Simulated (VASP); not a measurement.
Wanted: the native input for a VASP 6.6.1 run.

* Task: single point
* Functional: PBE
* Potentials or basis: VASP PAW PBE potentials, release 64 (Ga_d, Sb)
* Cutoff: 520 eV
* k mesh: 13 × 13 × 13
* Occupations: fermi-dirac, width 0.08 eV
* Spin: no spin polarisation
* Dipole correction: no
* Further INCAR settings: ALGO = Normal; EDIFF = 1e-07; NBANDS = 16

The structure of GaSb (rocksalt type) lies in POSCAR:

```
GaSb
1.0
    0.0000000000      2.8401125021      2.8401125021
    2.8401125021      0.0000000000      2.8401125021
    2.8401125021      2.8401125021      0.0000000000
Ga Sb
1 1
Direct
    0.0000000000      0.0000000000      0.0000000000
    0.5000000000      0.5000000000      0.5000000000
```

This cell differs from its parent crystal: volume scaled by 0.94.

One way to write it, as run:

INCAR

```
PREC     = Accurate       # precision mode
ENCUT    = 520            # plane-wave cutoff, eV
EDIFF    = 1E-7           # SCF threshold, eV
ISMEAR   = -1             # smearing method
SIGMA    = 0.08           # smearing width, eV
LREAL    = F              # projectors in reciprocal space
LASPH    = T              # aspherical terms in the spheres
NELM     = 60             # most SCF steps
ALGO     = Normal         # electronic algorithm
ISIF     = 2              # what is computed and relaxed
LWAVE    = F              # write WAVECAR
LCHARG   = F              # write CHGCAR
GGA      = PE             # functional
NBANDS   = 16             # bands
```

KPOINTS

```
regular mesh
0
Gamma
  13 13 13
```

Potentials or basis: VASP PAW PBE potentials, release 64 (Ga_d, Sb).

Launch:

```bash
$ cat potpaw_PBE.64/Ga_d/POTCAR potpaw_PBE.64/Sb/POTCAR > POTCAR
$ mpirun -np 1 vasp_std > vasp.out
```

Results of the run:

```yaml
Pressure: 4.0 GPa
Band_gap_on_the_k_mesh: zero (band 9 reaches 7.93 eV, above the bottom of band 10 at 4.50 eV)
```

Caveat: spin-orbit coupling is left out, which moves the levels of the heavy elements.

It took 70 s on 1 thread of AMD EPYC 7R13 (shared host), peak memory 0.19 GiB.
